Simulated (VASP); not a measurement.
# SnSe (P6_3mc) in VASP: notebook

Runs on SnSe. Level: r2SCAN. Tasks: single point.

Program: VASP 6.6.1. These are calculated values, not measurements. Logs are shortened: lines on timing, memory, paths and dates and some standing lists are left out, and cuts for length are marked.

**1. The cell of the first run**

Symmetry: P6_3mc, No. 186, hexagonal system. Conventional cell: a = 5.125 Å, b = 5.125 Å, c = 6.235 Å, α = 90.00°, β = 90.00°, γ = 120.00°. Sn (site symmetry 3m) has 5 Se at 2.83 to 3.41 Å within 3.7 Å. Se (site symmetry 3m) has 5 Sn at 2.83 to 3.41 Å within 3.7 Å.

**2. Single point, r2SCAN (volume changed by +3%)**

POSCAR reads:

```
SnSe
1.0
    5.1250267419      0.0000000000      0.0000000000
   -2.5625133710      4.4384033536      0.0000000000
    0.0000000000      0.0000000000      6.2348052234
Sn Se
2 2
Direct
    0.3333333333      0.6666666667     -0.0391356265
    0.6666666667      0.3333333333      0.4608643735
    0.3333333333      0.6666666667      0.4141356265
    0.6666666667      0.3333333333      0.9141356265
```

INCAR.step1 reads:

```
PREC = Accurate
ENCUT = 520
ISMEAR = 0
SIGMA = 0.01
LREAL = F
LASPH = T
NELM = 60
NBANDS = 28
GGA = PE
ALGO = Normal
EDIFF = 1E-4
LWAVE = T
LCHARG = F
```

INCAR.step2 reads:

```
PREC = Accurate
ENCUT = 520
EDIFF = 1E-7
ISMEAR = 0
SIGMA = 0.01
LREAL = F
LASPH = T
NELM = 60
ALGO = Normal
ISIF = 2
LWAVE = F
LCHARG = F
METAGGA = R2SCAN
LMIXTAU = T
NBANDS = 28
ISTART = 1
```

KPOINTS reads:

```
regular mesh
0
Gamma
  6 6 4
```

Potentials or basis: VASP PAW PBE potentials, release 64 (Sn_d, Se).

Started as:

```bash
cat potpaw_PBE.64/Sn_d/POTCAR potpaw_PBE.64/Se/POTCAR > POTCAR
cp INCAR.step1 INCAR
mpirun -np 1 vasp_std > vasp.out
cp INCAR.step2 INCAR
mpirun -np 1 vasp_std > vasp.out
```

OUTCAR:

```text
PREC = Accurate
   ENCUT = 520
   EDIFF = 1E-7
   ISMEAR = 0
   LREAL = F
   LASPH = T
   NELM = 60
   ISIF = 2
   METAGGA = R2SCAN
   ISTART = 1

 ion  position               nearest neighbor table
   1  0.333  0.667  0.961-   3 2.83   4 2.97   4 2.97   4 2.97
   2  0.667  0.333  0.461-   4 2.83   3 2.97   3 2.97   3 2.97
   3  0.333  0.667  0.414-   1 2.83   2 2.97   2 2.97   2 2.97
   4  0.667  0.333  0.914-   2 2.83   1 2.97   1 2.97   1 2.97

  LATTYP: Found a hexagonal cell.
 ALAT       =     5.1250267419
 C/A-ratio  =     1.2165410128

  Lattice vectors:

 A1 = (   5.1250267419,   0.0000000000,   0.0000000000)
 A2 = (  -2.5625133710,   4.4384033536,   0.0000000000)
 A3 = (   0.0000000000,   0.0000000000,   6.2348052234)

Analysis of symmetry for initial positions (statically):
=====================================================================
 Subroutine PRICEL returns:
 Original cell was already a primitive cell.

 Routine SETGRP: Setting up the symmetry group for a
 hexagonal supercell.

 Subroutine GETGRP returns: Found 12 space group operations
 (whereof  6 operations were pure point group operations)
 out of a pool of 24 trial point group operations.

The static configuration has the point symmetry C_3v.
 The point group associated with its full space group is C_6v.

Analysis of symmetry for dynamics (positions and initial velocities):
=====================================================================
 Subroutine PRICEL returns:
 Original cell was already a primitive cell.

 Routine SETGRP: Setting up the symmetry group for a
 hexagonal supercell.

 Subroutine GETGRP returns: Found 12 space group operations
 (whereof  6 operations were pure point group operations)
 out of a pool of 24 trial point group operations.

The dynamic configuration has the point symmetry C_3v.
 The point group associated with its full space group is C_6v.

 Subroutine INISYM returns: Found 12 space group operations
 (whereof  6 operations are pure point group operations),
 and found     1 'primitive' translations

----------------------------------------------------------------------------------------

                                     Primitive cell

  volume of cell :     141.8227

  direct lattice vectors                    reciprocal lattice vectors
     5.125026742  0.000000000  0.000000000     0.195120933  0.112653123  0.000000000
    -2.562513371  4.438403354  0.000000000     0.000000000  0.225306246  0.000000000
     0.000000000  0.000000000  6.234805223     0.000000000  0.000000000  0.160389934

  length of vectors
     5.125026742  5.125026742  6.234805223     0.225306246  0.225306246  0.160389934

  position of ions in fractional coordinates (direct lattice)
     0.333333333  0.666666667  0.960864374
     0.666666667  0.333333333  0.460864374
     0.333333333  0.666666667  0.414135626
     0.666666667  0.333333333  0.914135626

  ion indices of the primitive-cell ions
   primitive index   ion index
                 1           1
                 2           2
                 3           3
                 4           4

----------------------------------------------------------------------------------------

 KPOINTS: regular mesh

Automatic generation of k-mesh.
 Grid dimensions read from file:
 generate k-points for:    6    6    4

 Generating k-lattice:

  Cartesian coordinates                     Fractional coordinates (reciprocal lattice)
     0.032520156  0.018775521  0.000000000     0.166666667  0.000000000  0.000000000
     0.000000000  0.037551041  0.000000000     0.000000000  0.166666667  0.000000000
     0.000000000  0.000000000  0.040097484     0.000000000  0.000000000  0.250000000

  Length of vectors
     0.037551041  0.037551041  0.040097484

  Shift w.r.t. Gamma in fractional coordinates (k-lattice)
     0.000000000  0.000000000  0.000000000

 Subroutine IBZKPT returns following result:
 ===========================================

 Found     21 irreducible k-points:

 Following reciprocal coordinates:
            Coordinates               Weight
  0.000000  0.000000  0.000000      1.000000
  0.166667 -0.000000  0.000000      6.000000
  0.333333  0.000000  0.000000      6.000000
  0.500000  0.000000  0.000000      3.000000
  0.166667  0.166667  0.000000      6.000000
  0.333333  0.166667  0.000000     12.000000
[... 13 lines left out ...]
  0.333333  0.166667  0.500000     12.000000
  0.333333  0.333333  0.500000      2.000000
   k-points           NKPTS =     21   k-points in BZ     NKDIM =     21   number of bands    NBANDS=     28
   number of dos      NEDOS =    301   number of ions     NIONS =      4
   total plane-waves  NPLWV =  76800
   dimension x,y,z NGX =    40 NGY =   40 NGZ =   48
   dimension x,y,z NGXF=    80 NGYF=   80 NGZF=   96
   ions per type =               2   2
   NGX,Y,Z   is equivalent  to a cutoff of  12.98, 12.98, 12.80 a.u.
   NGXF,Y,Z  is equivalent  to a cutoff of  25.95, 25.95, 25.60 a.u.
 SYSTEM =  unknown system
   PREC   = accura    normal or accurate (medium, high low for compatibility)
   ISTART =      1    job   : 0-new  1-cont  2-samecut
   ICHARG =      0    charge: 1-file 2-atom 10-const
   ISPIN  =      1    spin polarized calculation?
   LNONCOLLINEAR =      F non collinear calculations
   LSORBIT =      F    spin-orbit coupling
   LASPH  =      T    aspherical Exc in radial PAW
   ENCUT  =  520.0 eV  38.22 Ry    6.18 a.u.   9.53  9.53 11.59*2*pi/ulx,y,z
   NELM   =     60;   NELMIN=  2; NELMDL=  0     # of ELM steps
   EDIFF  = 0.1E-06   stopping-criterion for ELM
   LREAL  =      F    real-space projection
   EDIFFG = 0.1E-05   stopping-criterion for IOM
   NSW    =      0    number of steps for IOM
   IBRION =     -1    ionic relax: 0-MD 1-quasi-New 2-CG
   NFREE  =      0    steps in history (QN), initial steepest desc. (CG)
   ISIF   =      2    stress and relaxation
   ISYM   =      2    0-nonsym 1-usesym 2-fastsym
   POTIM  = 0.5000    time-step for ionic-motion
   TEBEG  =    0.0;   TEEND  =   0.0 temperature during run
   PSTRESS=    0.0 pullay stress
   NELECT =      40.0000    total number of electrons
   NUPDOWN=      -1.0000    fix difference up-down
   EMIN   =  10.00;   EMAX   =-10.00  energy-range for DOS
   EFERMI =   0.00;   METHOD = LEGACY
   ISMEAR =     0;   SIGMA  =   0.01  broadening in eV -4-tet -1-fermi 0-gaus
   EFERMI_NEDOS =   21; number of points for ismear=-14 and -15
   IALGO  =     38    algorithm
   IMIX   =      4    mixing-type and parameters
     AMIX     =   0.40;   BMIX     =  1.00
     AMIX_MAG =   1.60;   BMIX_MAG =  1.00
  volume/ion in A,a.u.               =      35.46       239.27
  Fermi-wavevector in a.u.,A,eV,Ry     =   1.073609  2.028827 15.682575  1.152637
  Thomas-Fermi vector in A             =   2.209414
   LORBIT       =      0    0 simple, 1 ext, 2 COOP (PROOUT), +10 PAW based schemes
   METAGGA = R2SCAN    functional components
   LHFCALC =     F    Hartree Fock is set to
   AEXX    =    0.0000 exact exchange contribution
   IVDW    =     0    specifies the selected vdW correction
   LEPSILON=     F    determine dielectric tensor
   LRPA    =     F    only Hartree local field effects (RPA)
 non-spin polarized calculation
 Gauss-broadening in eV      SIGMA  =   0.01
  energy-cutoff  :      520.00
  volume of cell :      141.82
 maximum number of plane-waves:      3876
 NGX is ok and might be reduce to    40
   NGX = 19   NGY = 19   NGZ = 23

 number of electron      40.0000005 magnetization

 Free energy of the ion-electron system (eV)
  ---------------------------------------------------
  ext. energy  EPLUGINS =         0.00000000
  ---------------------------------------------------
  free energy    TOTEN  =       -79.20083977 eV

  energy without entropy =      -79.20083977  energy(sigma->0) =      -79.20083977

 E-fermi :   3.3498     XC(G=0):  -8.7001

 val. band max:        3.2952183399   @ k =   0.3333   0.3333   0.5000
 cond. band min:       4.3781705704   @ k =   0.3333   0.3333   0.5000
 fundamental gap:      1.0829522304
 Fermi energy:         3.3497513813

 k-point     1 :       0.0000    0.0000    0.0000
  band No.  band energies     occupation
      1     -19.1180      2.00000
      2     -19.1161      2.00000
      3     -19.1160      2.00000
      4     -19.1160      2.00000
      5     -19.1160      2.00000
      6     -19.0966      2.00000
[... 20 lines left out ...]
     27       8.9607      0.00000
     28       9.3231      0.00000

 k-point     2 :       0.1667   -0.0000    0.0000
  band No.  band energies     occupation
      1     -19.1220      2.00000
      2     -19.1169      2.00000
      3     -19.1160      2.00000
      4     -19.1147      2.00000
      5     -19.1109      2.00000
      6     -19.0968      2.00000
[... 20 lines left out ...]
     27       8.8364      0.00000
     28       9.0138      0.00000

 k-point     3 :       0.3333    0.0000    0.0000
  band No.  band energies     occupation
      1     -19.1249      2.00000
      2     -19.1186      2.00000
      3     -19.1151      2.00000
      4     -19.1128      2.00000
      5     -19.1051      2.00000
      6     -19.0975      2.00000
[... 20 lines left out ...]
     27       8.7562      0.00000
     28       9.1438      0.00000

 k-point     4 :       0.5000    0.0000    0.0000
  band No.  band energies     occupation
      1     -19.1258      2.00000
      2     -19.1195      2.00000
      3     -19.1146      2.00000
      4     -19.1119      2.00000
      5     -19.1019      2.00000
      6     -19.0987      2.00000
[... 485 lines left out ...]
     27      10.0822      0.00000
     28      10.0822      0.00000

 k-point    20 :       0.3333    0.1667    0.5000
  band No.  band energies     occupation
      1     -19.1193      2.00000
      2     -19.1193      2.00000
      3     -19.1138      2.00000
      4     -19.1138      2.00000
      5     -19.1029      2.00000
      6     -19.1029      2.00000
[... 20 lines left out ...]
     27       9.4165      0.00000
     28       9.4165      0.00000

 k-point    21 :       0.3333    0.3333    0.5000
  band No.  band energies     occupation
      1     -19.1192      2.00000
      2     -19.1192      2.00000
      3     -19.1136      2.00000
      4     -19.1136      2.00000
      5     -19.1027      2.00000
      6     -19.1027      2.00000
[... 20 lines left out ...]
     27       9.1806      0.00000
     28       9.1806      0.00000

------------------------ aborting loop because EDIFF is reached ----------------------------------------

  FORCE on cell =-STRESS in cart. coord.  units (eV):
  Direction    XX          YY          ZZ          XY          YZ          ZX
  --------------------------------------------------------------------------------------
  -------------------------------------------------------------------------------------
  Total       -0.9316388     -0.9316388     -1.0151947      0.0000000     -0.0000000      0.0000000
  in kB      -10.5247634    -10.5247634    -11.4686984      0.0000000     -0.0000000      0.0000000
  external PRESSURE =     -10.8394084 kB  Pullay stress =       0.0000000 kB

 VOLUME and BASIS-vectors are now :
 -----------------------------------------------------------------------------
  energy-cutoff  :      520.00
  volume of cell :      141.82
      direct lattice vectors                 reciprocal lattice vectors
     5.125026742  0.000000000  0.000000000     0.195120933  0.112653123  0.000000000
    -2.562513371  4.438403354  0.000000000     0.000000000  0.225306246  0.000000000
     0.000000000  0.000000000  6.234805223     0.000000000  0.000000000  0.160389934

 POSITION                                       TOTAL-FORCE (eV/Angst)
 -----------------------------------------------------------------------------------
     -0.00000      2.95894      5.99080        -0.000000     -0.000000      0.065108
      2.56251      1.47947      2.87340         0.000000      0.000000      0.065108
     -0.00000      2.95894      2.58205        -0.000000     -0.000000     -0.065108
      2.56251      1.47947      5.69946        -0.000000      0.000000     -0.065108
 -----------------------------------------------------------------------------------
    total drift:                               -0.000000      0.000000      0.001975

  FREE ENERGIE OF THE ION-ELECTRON SYSTEM (eV)
  ---------------------------------------------------
  free  energy   TOTEN  =       -79.2008397738 eV

  energy  without entropy=      -79.2008397738  energy(sigma->0) =      -79.20083977
```

It took 4.8 min on 1 thread of Intel Xeon 6975P-C, shared host; peak memory 0.33 GiB.

What came out:

| Quantity | Value |
| --- | --- |
| Free energy | -79.2008 eV |
| Pressure | -1.1 GPa |
| Largest force | 0.065 eV/Å |
| Band gap on the k mesh | 1.08 eV, direct |

Forces in eV/Å, atoms in the order of the input:
```
Sn   0.000  0.000  0.065
Sn   0.000  0.000  0.065
Se   0.000  0.000 -0.065
Se   0.000  0.000 -0.065
```

Caveat: the PAW data sets were made with another functional, which shifts forces and pressure a little; spin-orbit coupling is left out, which moves the levels of the heavy elements.

**3. Single point, r2SCAN (volume changed by +6%)**

POSCAR reads:

```
SnSe
1.0
    5.1743088684      0.0000000000      0.0000000000
   -2.5871544342      4.4810829271      0.0000000000
    0.0000000000      0.0000000000      6.2947589515
Sn Se
2 2
Direct
    0.3333333333      0.6666666667     -0.0391356265
    0.6666666667      0.3333333333      0.4608643735
    0.3333333333      0.6666666667      0.4141356265
    0.6666666667      0.3333333333      0.9141356265
```

INCAR.step1 reads:

```
SYSTEM = SnSe
  PREC = Accurate
  ENCUT = 520
  ISMEAR = 0
  SIGMA = 0.01
  LREAL = .False.
  LASPH = .True.
  NELM = 80
  NBANDS = 28
  GGA = PE
  ALGO = Normal
  EDIFF = 1E-4
  LWAVE = .True.
  LCHARG = .False.
```

INCAR.step2 reads:

```
SYSTEM = SnSe
  PREC = Accurate
  ENCUT = 520
  EDIFF = 1E-7
  ISMEAR = 0
  SIGMA = 0.01
  LREAL = .False.
  LASPH = .True.
  NELM = 80
  ALGO = Normal
  ISIF = 2
  LWAVE = .False.
  LCHARG = .False.
  METAGGA = R2SCAN
  LMIXTAU = .True.
  NBANDS = 28
  ISTART = 1
```

KPOINTS reads:

```
Automatic mesh
0
Gamma
  6 6 4
  0 0 0
```

Potentials or basis: VASP PAW PBE potentials, release 64 (Sn_d, Se).

Started as:

```bash
cat potpaw_PBE.64/Sn_d/POTCAR potpaw_PBE.64/Se/POTCAR > POTCAR
cp INCAR.step1 INCAR
mpirun -np 1 vasp_std > vasp.out
cp INCAR.step2 INCAR
mpirun -np 1 vasp_std > vasp.out
```

Run time: 5 min. Hardware: 1 thread of Intel Xeon 6975P-C, shared host; peak memory 0.33 GiB.

It converged, with:

```
Free energy            : -79.1616 eV
Pressure               : -2.0 GPa
Largest force          : 0.131 eV/Å
Band gap on the k mesh : 1.13 eV, direct
```

Forces on the atoms (eV/Å):
```
Sn   0.000  0.000  0.131
Sn   0.000  0.000  0.131
Se   0.000  0.000 -0.131
Se   0.000  0.000 -0.131
```

Stress tensor (GPa, compression positive):
```
-1.95  0.00  0.00
 0.00 -1.95  0.00
 0.00  0.00 -2.14
```

Levels at points of the mesh, in eV from the valence-band top:
```tsv
k point	band 18	band 19	band 20	band 21	band 22	band 23
(0.00, 0.00, 0.00)	-2.28	-2.28	-2.26	1.32	1.32	2.82
(0.50, 0.00, 0.00)	-2.61	-1.99	-0.74	2.27	2.98	3.18
(0.00, 0.00, 0.50)	-2.91	-1.62	-1.62	1.79	1.79	1.79
(0.50, 0.00, 0.50)	-2.43	-0.81	-0.81	1.30	1.30	2.83
```

Caveat: the PAW data sets were made with another functional, which shifts forces and pressure a little; spin-orbit coupling is left out, which moves the levels of the heavy elements. A k mesh can miss the band edges.
